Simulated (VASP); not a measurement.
Wanted: the native input for a VASP 6.6.1 run.

```
Task                   : single point
Functional             : PBEsol
Potentials or basis    : VASP PAW PBE potentials, release 64 (Li_sv)
Cutoff                 : 520 eV
k mesh                 : 9 × 9 × 9
Occupations            : fermi-dirac, width 0.05 eV
Spin                   : no spin polarisation
Dipole correction      : no
Further INCAR settings : ALGO = Normal; EDIFF = 1e-06; NBANDS = 8
```

The structure of Li lies in POSCAR:

```
Li
1.0
   -1.7546500000      1.7546500000      1.6844640000
    1.7546500000     -1.7546500000      1.6844640000
    1.7546500000      1.7546500000     -1.6844640000
Li
1
Direct
    0.0000000000      0.0000000000      0.0000000000
```

The input as run:

INCAR

```
SYSTEM = Li
PREC = Accurate
ENCUT = 520
EDIFF = 1E-6
ISMEAR = -1
SIGMA = 0.05
LREAL = .FALSE.
LASPH = .TRUE.
NELM = 100
ALGO = Normal
ISIF = 2
LWAVE = .FALSE.
LCHARG = .TRUE.
GGA = PS
LELF = .TRUE.
LVHAR = .TRUE.
NBANDS = 8
```

KPOINTS

```
regular mesh
0
G
  9 9 9
  0 0 0
```

Potentials or basis: VASP PAW PBE potentials, release 64 (Li_sv).

The run is started by

```console
$ cat potpaw_PBE.64/Li_sv/POTCAR > POTCAR
$ mpirun -np 1 vasp_std > vasp.out
```

It took 3.7 s on 1 thread of Intel(R) Xeon(R) 6975P-C (Granite Rapids), on a shared host, peak memory 0.13 GiB.
